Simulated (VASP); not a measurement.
Set up this calculation in VASP 6.6.1, as the native input.

| Item | Value |
| --- | --- |
| Task | single point |
| Functional | PBE |
| Potentials or basis | VASP PAW PBE potentials, release 64 (Ag, Br) |
| Cutoff | 500 eV |
| k mesh | 6 × 6 × 4 |
| Occupations | gaussian, width 0.01 eV |
| Spin | no spin polarisation |
| Dipole correction | no |
| Further INCAR settings | ALGO = Normal; EDIFF = 1e-06; NBANDS = 26 |

The structure of AgBr lies in POSCAR:

```
AgBr
1.0
    4.1733856914      0.0000000000      0.0426626958
    0.0000000000      4.1726881282      0.0000000000
   -0.0582709158      0.0000000000      5.8971917408
Ag Br
2 2
Direct
    0.7498190468      0.7500000000      0.7499454562
    0.2501809532      0.2500000000      0.2500545438
    0.2497690821      0.2500000000      0.7500045594
    0.7502309179      0.7500000000      0.2499954406
```

One way to write it, as run:

INCAR

```
SYSTEM = AgBr
PREC = Accurate
ENCUT = 500
EDIFF = 1E-6
ISMEAR = 0
SIGMA = 0.01
LREAL = .FALSE.
LASPH = .TRUE.
NELM = 120
ALGO = Normal
ISIF = 2
LWAVE = .FALSE.
LCHARG = .FALSE.
GGA = PE
NBANDS = 26
GGA_COMPAT = .FALSE.
```

KPOINTS

```
regular mesh
0
G
  6 6 4
  0 0 0
```

Potentials or basis: VASP PAW PBE potentials, release 64 (Ag, Br).

Run with:

```bash
$ cat potpaw_PBE.64/Ag/POTCAR potpaw_PBE.64/Br/POTCAR > POTCAR
$ mpirun -np 1 vasp_std > vasp.out
```

It gave:

| Property | Result |
| --- | --- |
| Pressure | -1.1 GPa |
| Band gap on the k mesh | 0.70 eV |

Run time: 100 s on 1 thread of Intel(R) Xeon(R) Platinum 8259CL CPU @ 2.50GHz (Skylake/Cascade Lake), on a shared host, peak memory 0.27 GiB.
